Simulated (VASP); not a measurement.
# CaO (Fm-3m) in VASP: a series of runs

CaO is run at these levels: PBE; tasks: single point, relaxation of cell and atoms.

All numbers are computed with VASP 6.6.1; they aren't measurements. Logs are shortened: lines on timing, memory, paths and dates and some standing lists are left out, and cuts for length are marked.

## Step 1: The cell of the first run

It takes space group Fm-3m (No. 225, cubic). The conventional cell has a = 4.536 Å, b = 4.536 Å, c = 4.536 Å, α = 90.00°, β = 90.00°, γ = 90.00°. Within 3.0 Å of Ca (site symmetry m-3m) lie 6 O at 2.27 Å. O (site symmetry m-3m) has 6 Ca at 2.27 Å within 3.0 Å.

## Step 2: Single point, PBE

INCAR reads:

```
ALGO = Normal
EDIFF = 1E-6
ENCUT = 600
GGA = PE
GGA_COMPAT = F
ISIF = 2
ISMEAR = 0
LASPH = T
LCHARG = F
LREAL = F
LWAVE = F
NBANDS = 15
NELM = 120
PREC = Accurate
SIGMA = 0.02
```

KPOINTS reads:

```
k-points
0
Gamma
  14 14 14
```

POSCAR reads:

```
CaO
1.0
    0.0000000000      2.2680488120      2.2680488120
    2.2680488120      0.0000000000      2.2680488120
    2.2680488120      2.2680488120      0.0000000000
Ca O
1 1
Direct
    0.0000000000      0.0000000000      0.0000000000
    0.5000000000      0.5000000000      0.5000000000
```

Potentials or basis: VASP PAW PBE potentials, release 64 (Ca_sv, O).

On the command line:

```console
$ cat potpaw_PBE.64/Ca_sv/POTCAR potpaw_PBE.64/O/POTCAR > POTCAR
$ mpirun -np 1 vasp_std > vasp.out
```

OUTCAR:

```text
EDIFF = 1E-6
   ENCUT = 600
   GGA = PE
   ISIF = 2
   ISMEAR = 0
   LASPH = T
   LREAL = F
   NELM = 120
   PREC = Accurate

 ion  position               nearest neighbor table
   1  0.000  0.000  0.000-   2 2.27   2 2.27   2 2.27   2 2.27   2 2.27   2 2.27
   2  0.500  0.500  0.500-   1 2.27   1 2.27   1 2.27   1 2.27   1 2.27   1 2.27

  LATTYP: Found a face centered cubic cell.
 ALAT       =     4.5360976240

  Lattice vectors:

 A1 = (   0.0000000000,   2.2680488120,   2.2680488120)
 A2 = (   2.2680488120,   0.0000000000,   2.2680488120)
 A3 = (   2.2680488120,   2.2680488120,   0.0000000000)

Analysis of symmetry for initial positions (statically):
=====================================================================
 Subroutine PRICEL returns:
 Original cell was already a primitive cell.

 Routine SETGRP: Setting up the symmetry group for a
 face centered cubic supercell.

 Subroutine GETGRP returns: Found 48 space group operations
 (whereof 48 operations were pure point group operations)
 out of a pool of 48 trial point group operations.

The static configuration has the point symmetry O_h .

Analysis of symmetry for dynamics (positions and initial velocities):
=====================================================================
 Subroutine PRICEL returns:
 Original cell was already a primitive cell.

 Routine SETGRP: Setting up the symmetry group for a
 face centered cubic supercell.

 Subroutine GETGRP returns: Found 48 space group operations
 (whereof 48 operations were pure point group operations)
 out of a pool of 48 trial point group operations.

The dynamic configuration has the point symmetry O_h .

 Subroutine INISYM returns: Found 48 space group operations
 (whereof 48 operations are pure point group operations),
 and found     1 'primitive' translations

----------------------------------------------------------------------------------------

                                     Primitive cell

  volume of cell :      23.3339

  direct lattice vectors                    reciprocal lattice vectors
     0.000000000  2.268048812  2.268048812    -0.220453809  0.220453809  0.220453809
     2.268048812  0.000000000  2.268048812     0.220453809 -0.220453809  0.220453809
     2.268048812  2.268048812  0.000000000     0.220453809  0.220453809 -0.220453809

  length of vectors
     3.207505390  3.207505390  3.207505390     0.381837198  0.381837198  0.381837198

  position of ions in fractional coordinates (direct lattice)
     0.000000000  0.000000000  0.000000000
     0.500000000  0.500000000  0.500000000

  ion indices of the primitive-cell ions
   primitive index   ion index
                 1           1
                 2           2

----------------------------------------------------------------------------------------

 KPOINTS: k-points

Automatic generation of k-mesh.
 Grid dimensions read from file:
 generate k-points for:   14   14   14

 Generating k-lattice:

  Cartesian coordinates                     Fractional coordinates (reciprocal lattice)
    -0.015746701  0.015746701  0.015746701     0.071428571  0.000000000  0.000000000
     0.015746701 -0.015746701  0.015746701     0.000000000  0.071428571  0.000000000
     0.015746701  0.015746701 -0.015746701     0.000000000  0.000000000  0.071428571

  Length of vectors
     0.027274086  0.027274086  0.027274086

  Shift w.r.t. Gamma in fractional coordinates (k-lattice)
     0.000000000  0.000000000  0.000000000

 Subroutine IBZKPT returns following result:
 ===========================================

 Found    104 irreducible k-points:

 Following reciprocal coordinates:
            Coordinates               Weight
  0.000000  0.000000  0.000000      1.000000
  0.071429  0.000000  0.000000      8.000000
  0.142857  0.000000  0.000000      8.000000
  0.214286  0.000000  0.000000      8.000000
  0.285714  0.000000  0.000000      8.000000
  0.357143  0.000000  0.000000      8.000000
[... 16 lines left out ...]
  0.214286  0.142857  0.000000     24.000000
  0.285714  0.142857  0.000000     24.000000
 [... further k-points ...]
   k-points           NKPTS =    104   k-points in BZ     NKDIM =    104   number of bands    NBANDS=     15
   number of dos      NEDOS =    301   number of ions     NIONS =      2
   total plane-waves  NPLWV =  21952
   dimension x,y,z NGX =    28 NGY =   28 NGZ =   28
   dimension x,y,z NGXF=    56 NGYF=   56 NGZF=   56
   ions per type =               1   1
   NGX,Y,Z   is equivalent  to a cutoff of  14.51, 14.51, 14.51 a.u.
   NGXF,Y,Z  is equivalent  to a cutoff of  29.02, 29.02, 29.02 a.u.
 SYSTEM =  unknown system
   PREC   = accura    normal or accurate (medium, high low for compatibility)
   ISTART =      0    job   : 0-new  1-cont  2-samecut
   ICHARG =      2    charge: 1-file 2-atom 10-const
   ISPIN  =      1    spin polarized calculation?
   LNONCOLLINEAR =      F non collinear calculations
   LSORBIT =      F    spin-orbit coupling
   LASPH  =      T    aspherical Exc in radial PAW
   ENCUT  =  600.0 eV  44.10 Ry    6.64 a.u.   6.41  6.41  6.41*2*pi/ulx,y,z
   NELM   =    120;   NELMIN=  2; NELMDL= -5     # of ELM steps
   EDIFF  = 0.1E-05   stopping-criterion for ELM
   LREAL  =      F    real-space projection
   EDIFFG = 0.1E-04   stopping-criterion for IOM
   NSW    =      0    number of steps for IOM
   IBRION =     -1    ionic relax: 0-MD 1-quasi-New 2-CG
   NFREE  =      0    steps in history (QN), initial steepest desc. (CG)
   ISIF   =      2    stress and relaxation
   ISYM   =      2    0-nonsym 1-usesym 2-fastsym
   POTIM  = 0.5000    time-step for ionic-motion
   TEBEG  =    0.0;   TEEND  =   0.0 temperature during run
   PSTRESS=    0.0 pullay stress
   NELECT =      16.0000    total number of electrons
   NUPDOWN=      -1.0000    fix difference up-down
   EMIN   =  10.00;   EMAX   =-10.00  energy-range for DOS
   EFERMI =   0.00;   METHOD = LEGACY
   ISMEAR =     0;   SIGMA  =   0.02  broadening in eV -4-tet -1-fermi 0-gaus
   EFERMI_NEDOS =   21; number of points for ismear=-14 and -15
   IALGO  =     38    algorithm
   IMIX   =      4    mixing-type and parameters
     AMIX     =   0.40;   BMIX     =  1.00
     AMIX_MAG =   1.60;   BMIX_MAG =  1.00
  volume/ion in A,a.u.               =      11.67        78.73
  Fermi-wavevector in a.u.,A,eV,Ry     =   1.443618  2.728043 28.355008  2.084034
  Thomas-Fermi vector in A             =   2.562006
   LORBIT       =      0    0 simple, 1 ext, 2 COOP (PROOUT), +10 PAW based schemes
   GGA     = PE    functional components
   LHFCALC =     F    Hartree Fock is set to
   AEXX    =    0.0000 exact exchange contribution
   IVDW    =     0    specifies the selected vdW correction
   LEPSILON=     F    determine dielectric tensor
   LRPA    =     F    only Hartree local field effects (RPA)
 non-spin polarized calculation
 Gauss-broadening in eV      SIGMA  =   0.02
  energy-cutoff  :      600.00
  volume of cell :       23.33
 maximum number of plane-waves:       795
 NGX is ok and might be reduce to    28
   NGX = 13   NGY = 13   NGZ = 13

 number of electron      15.9999999 magnetization

 Free energy of the ion-electron system (eV)
  ---------------------------------------------------
  ext. energy  EPLUGINS =         0.00000000
  ---------------------------------------------------
  free energy    TOTEN  =       -12.39292111 eV

  energy without entropy =      -12.39292111  energy(sigma->0) =      -12.39292111

 E-fermi :   3.6191     XC(G=0): -11.3541

 val. band max:        3.4404208470   @ k =   0.0000   0.0000   0.0000
 cond. band min:       6.9426793613   @ k =   0.5000   0.5000   0.0000
 fundamental gap:      3.5022585143
 Fermi energy:         3.6190527999

 k-point     1 :       0.0000    0.0000    0.0000
  band No.  band energies     occupation
      1     -33.5632      2.00000
      2     -14.1432      2.00000
      3     -14.1432      2.00000
      4     -14.1432      2.00000
      5     -12.4337      2.00000
      6       3.4404      2.00000
      7       3.4404      2.00000
      8       3.4404      2.00000
      9       9.7157      0.00000
     10      10.0429      0.00000
     11      10.0429      0.00000
     12      10.0429      0.00000
     13      11.8758      0.00000
     14      11.8758      0.00000
     15      19.5976      0.00000

 k-point     2 :       0.0714    0.0000    0.0000
  band No.  band energies     occupation
      1     -33.5525      2.00000
      2     -14.3452      2.00000
      3     -14.1472      2.00000
      4     -14.1472      2.00000
      5     -12.2335      2.00000
      6       3.2286      2.00000
      7       3.3390      2.00000
      8       3.3390      2.00000
      9       9.9577      0.00000
     10      10.0370      0.00000
     11      10.1523      0.00000
     12      10.1523      0.00000
     13      12.0439      0.00000
     14      12.0439      0.00000
     15      19.8830      0.00000

 k-point     3 :       0.1429    0.0000    0.0000
  band No.  band energies     occupation
      1     -33.5224      2.00000
      2     -14.7740      2.00000
      3     -14.1585      2.00000
      4     -14.1585      2.00000
      5     -11.8094      2.00000
      6       2.6950      2.00000
      7       3.0724      2.00000
      8       3.0724      2.00000
      9      10.0015      0.00000
     10      10.4672      0.00000
     11      10.4672      0.00000
     12      10.6465      0.00000
     13      12.5070      0.00000
     14      12.5070      0.00000
     15      20.5758      0.00000
[... 343 lines left out ...]
 k-point    23 :       0.2143    0.1429    0.0000
  band No.  band energies     occupation
      1     -33.4767      2.00000
      2     -15.0500      2.00000
      3     -14.2541      2.00000
      4     -14.2412      2.00000
      5     -11.4970      2.00000
      6       1.8331      2.00000
      7       3.0874      2.00000
      8       3.1371      2.00000
      9       9.0200      0.00000
     10      11.0373      0.00000
     11      11.3920      0.00000
     12      11.4362      0.00000
     13      12.3878      0.00000
     14      13.9655      0.00000
     15      21.5665      0.00000

 k-point    24 :       0.2857    0.1429    0.0000
  band No.  band energies     occupation
      1     -33.4341      2.00000
      2     -15.3781      2.00000
      3     -14.2822      2.00000
      4     -14.2593      2.00000
      5     -11.2224      2.00000
      6       1.4887      2.00000
      7       2.7231      2.00000
      8       2.8818      2.00000
      9       9.0755      0.00000
     10      11.6858      0.00000
     11      11.9020      0.00000
     12      11.9836      0.00000
     13      12.9162      0.00000
     14      14.6014      0.00000
     15      21.7869      0.00000

 [... further k-points ...]

------------------------ aborting loop because EDIFF is reached ----------------------------------------

  FORCE on cell =-STRESS in cart. coord.  units (eV):
  Direction    XX          YY          ZZ          XY          YZ          ZX
  --------------------------------------------------------------------------------------
  -------------------------------------------------------------------------------------
  Total        4.5353465      4.5353465      4.5353465      0.0000000      0.0000000      0.0000000
  in kB      311.4109395    311.4109395    311.4109395      0.0000000      0.0000000      0.0000000
  external PRESSURE =     311.4109395 kB  Pullay stress =       0.0000000 kB

 VOLUME and BASIS-vectors are now :
 -----------------------------------------------------------------------------
  energy-cutoff  :      600.00
  volume of cell :       23.33
      direct lattice vectors                 reciprocal lattice vectors
     0.000000000  2.268048812  2.268048812    -0.220453809  0.220453809  0.220453809
     2.268048812  0.000000000  2.268048812     0.220453809 -0.220453809  0.220453809
     2.268048812  2.268048812  0.000000000     0.220453809  0.220453809 -0.220453809

 POSITION                                       TOTAL-FORCE (eV/Angst)
 -----------------------------------------------------------------------------------
      0.00000      0.00000      0.00000         0.000000     -0.000000     -0.000000
      2.26805      2.26805      2.26805        -0.000000      0.000000      0.000000
 -----------------------------------------------------------------------------------
    total drift:                                0.000000      0.000000      0.000000

  FREE ENERGIE OF THE ION-ELECTRON SYSTEM (eV)
  ---------------------------------------------------
  free  energy   TOTEN  =       -12.3929211069 eV

  energy  without entropy=      -12.3929211069  energy(sigma->0) =      -12.39292111
```

Run time: 23 s. Hardware: 1 thread of AMD EPYC 9R45 (Zen 5), shared host; peak memory 0.16 GiB.

Results:

```
Free energy            : -12.3929 eV
Pressure               : 31.1 GPa
Band gap on the k mesh : 3.50 eV (least direct gap 3.81 eV)
```

Caveat: the cell stands under pressure. A k mesh can miss the band edges.

## Step 3: Relaxation of cell and atoms, PBE, target pressure 50 GPa, at which the enthalpy is minimised

This run uses another cell than the first one, of 10.80 Å³/atom.

INCAR reads:

```
PREC = Accurate ; ENCUT = 600
EDIFF = 1E-7 ; ISMEAR = 0
SIGMA = 0.02 ; LREAL = F
LASPH = T ; NELM = 120
ALGO = Normal ; ISIF = 3
LWAVE = F ; LCHARG = F
GGA = PE ; IBRION = 2
NSW = 100 ; EDIFFG = -0.002
PSTRESS = 500.0 ; GGA_COMPAT = F
NELMIN = 4
```

KPOINTS reads:

```
regular mesh
0
Gamma
  10 10 10
```

POSCAR reads:

```
CaO
1.0
    0.0000000000      2.2105048660      2.2105048660
    2.2105048660      0.0000000000      2.2105048660
    2.2105048660      2.2105048660      0.0000000000
Ca O
1 1
Direct
    0.0000000000      0.0000000000      0.0000000000
    0.5000000000      0.5000000000      0.5000000000
```

Potentials or basis: VASP PAW PBE potentials, release 64 (Ca_sv, O).

On the command line:

```console
$ cat potpaw_PBE.64/Ca_sv/POTCAR potpaw_PBE.64/O/POTCAR > POTCAR
$ mpirun -np 1 vasp_std > vasp.out
```

OUTCAR:

```text
PREC = Accurate
   ENCUT = 600
   EDIFF = 1E-7
   ISMEAR = 0
   LREAL = F
   LASPH = T
   NELM = 120
   ISIF = 3
   GGA = PE
   IBRION = 2
   NSW = 100
   EDIFFG = -0.002
   PSTRESS = 500.0
   NELMIN = 4

 ion  position               nearest neighbor table
   1  0.000  0.000  0.000-   2 2.21   2 2.21   2 2.21   2 2.21   2 2.21   2 2.21
   2  0.500  0.500  0.500-   1 2.21   1 2.21   1 2.21   1 2.21   1 2.21   1 2.21

  LATTYP: Found a face centered cubic cell.
 ALAT       =     4.4210097320

  Lattice vectors:

 A1 = (   0.0000000000,   2.2105048660,   2.2105048660)
 A2 = (   2.2105048660,   0.0000000000,   2.2105048660)
 A3 = (   2.2105048660,   2.2105048660,   0.0000000000)

Analysis of symmetry for initial positions (statically):
=====================================================================
 Subroutine PRICEL returns:
 Original cell was already a primitive cell.

 Routine SETGRP: Setting up the symmetry group for a
 face centered cubic supercell.

 Subroutine GETGRP returns: Found 48 space group operations
 (whereof 48 operations were pure point group operations)
 out of a pool of 48 trial point group operations.

The static configuration has the point symmetry O_h .

Analysis of symmetry for dynamics (positions and initial velocities):
[... 235 lines left out ...]
--------------------------------------- Ionic step        3  -------------------------------------------

 number of electron      15.9999999 magnetization

 Free energy of the ion-electron system (eV)
  ---------------------------------------------------
  ext. energy  EPLUGINS =         0.00000000
  ---------------------------------------------------
  free energy    TOTEN  =       -11.98481566 eV

  energy without entropy =      -11.98481566  energy(sigma->0) =      -11.98481566

 E-fermi :   4.0898     XC(G=0): -11.7361

 val. band max:        3.9594933332   @ k =   0.0000   0.0000   0.0000
 cond. band min:       7.3515262018   @ k =   0.5000   0.5000   0.0000
 fundamental gap:      3.3920328686
 Fermi energy:         4.0898137013

 k-point     1 :       0.0000    0.0000    0.0000
  band No.  band energies     occupation
      1     -32.8429      2.00000
      2     -13.3014      2.00000
      3     -13.3014      2.00000
      4     -13.3014      2.00000
      5     -12.0486      2.00000
      6       3.9595      2.00000
      7       3.9595      2.00000
      8       3.9595      2.00000
      9      10.6832      0.00000
     10      10.6832      0.00000
     11      10.6832      0.00000
     12      10.9740      0.00000
[... 331 lines left out ...]
 k-point    24 :       0.4000    0.3000    0.0000
  band No.  band energies     occupation
      1     -32.5320      2.00000
      2     -14.9229      2.00000
      3     -13.7520      2.00000
      4     -13.6811      2.00000
      5     -11.0334      2.00000
      6       2.1509      2.00000
      7       3.3828      2.00000
      8       3.4961      2.00000
      9       8.2281      0.00000
     10      13.6536      0.00000
     11      14.1402      0.00000
     12      14.4058      0.00000

 [... further k-points ...]

------------------------ aborting loop because EDIFF is reached ----------------------------------------

  FORCE on cell =-STRESS in cart. coord.  units (eV):
  Direction    XX          YY          ZZ          XY          YZ          ZX
  --------------------------------------------------------------------------------------
  -------------------------------------------------------------------------------------
  Total        6.7767326      6.7767326      6.7767326     -0.0000000      0.0000000      0.0000000
  in kB      499.9559986    499.9559986    499.9559986     -0.0000000      0.0000000      0.0000000
  external PRESSURE =      -0.0440014 kB  Pullay stress =     500.0000000 kB
[... 21 lines left out ...]
  energy  without entropy=      -11.9848156576  energy(sigma->0) =      -11.98481566

  enthalpy is  TOTEN    =        -5.2074866078 eV   P V=        6.7773290498

 reached required accuracy - stopping structural energy minimisation
```

OSZICAR:

```text
N       E                     dE             d eps       ncg     rms          rms(c)
DAV:   1     0.143793391982E+03    0.14379E+03   -0.98727E+03  1136   0.160E+03
DAV:   2    -0.699428677387E+01   -0.15079E+03   -0.14031E+03  1260   0.369E+02
DAV:   3    -0.135792812131E+02   -0.65850E+01   -0.65327E+01  1384   0.810E+01
[... 33 lines left out ...]
DAV:   6    -0.119848119653E+02   -0.11144E-03   -0.13887E-04  1800   0.773E-02    0.897E-03
DAV:   7    -0.119848158946E+02   -0.39293E-05   -0.33725E-06  1848   0.191E-02    0.275E-03
DAV:   8    -0.119848157650E+02    0.12963E-06   -0.52107E-07  1624   0.500E-03    0.870E-04
DAV:   9    -0.119848156123E+02    0.15262E-06   -0.24986E-08   740   0.196E-03    0.164E-04
DAV:  10    -0.119848156576E+02   -0.45235E-07   -0.96662E-09   564   0.104E-03
   3 F= -.52074866E+01 E0= -.52074866E+01  d E =-.558122E-03
```

Run time: 28 s. Hardware: 1 thread of AMD EPYC 9R45 (Zen 5), shared host; peak memory 0.14 GiB.

Results:

- Free energy: -11.9848 eV
- Relaxed volume: 10.86 Å³/atom
- Relaxed cell: a = 3.132 Å, b = 3.132 Å, c = 3.132 Å, α = 60.00°, β = 60.00°, γ = 60.00°
- Space group after relaxing (to 0.1 Å): Fm-3m (No. 225)
- Energy change on relaxing (the run minimises the enthalpy): -18.1 meV/atom
- Ionic steps: 3
- Pressure after relaxing: 50.0 GPa
- Band gap on the k mesh: 3.39 eV (least direct gap 3.64 eV)

The path:
| step | energy change (eV) | largest force (eV/Å) | pressure (GPa) | volume (Å³) |
| --- | --- | --- | --- | --- |
| 1 | 0.0000 | 0.0000 | 51.58 | 21.60 |
| 2 | -0.1030 | 0.0000 | 47.04 | 21.94 |
| 3 | -0.0363 | 0.0000 | 50.00 | 21.72 |

Final structure:
```cif
data_structure
_symmetry_space_group_name_H-M 'P 1'
_symmetry_Int_Tables_number 1
_cell_length_a 3.1316
_cell_length_b 3.1316
_cell_length_c 3.1316
_cell_angle_alpha 60.000
_cell_angle_beta 60.000
_cell_angle_gamma 60.000
_cell_volume 21.72
loop_
_atom_site_label
_atom_site_type_symbol
_atom_site_fract_x
_atom_site_fract_y
_atom_site_fract_z
_atom_site_occupancy
Ca1 Ca 0.00000 0.00000 0.00000 1
O1 O 0.50000 0.50000 0.50000 1
```

Levels at points of the mesh, in eV from the valence-band top:
| k point | band 6 | band 7 | band 8 | band 9 | band 10 | band 11 |
| --- | --- | --- | --- | --- | --- | --- |
| (0.00, 0.00, 0.00) | 0.00 | 0.00 | 0.00 | 6.72 | 6.72 | 6.72 |
| (0.50, 0.00, 0.00) | -3.27 | -1.81 | -1.81 | 8.22 | 9.70 | 9.70 |
| (0.50, 0.50, 0.00) | -1.00 | -0.25 | -0.25 | 3.39 | 10.04 | 10.30 |

Caveat: the cell is relaxed towards a set pressure, so the run minimises the enthalpy, not the energy. Expect the measured gap to be larger: semilocal functionals such as PBE lack the derivative discontinuity.

(Continued in part 2 of 2.)
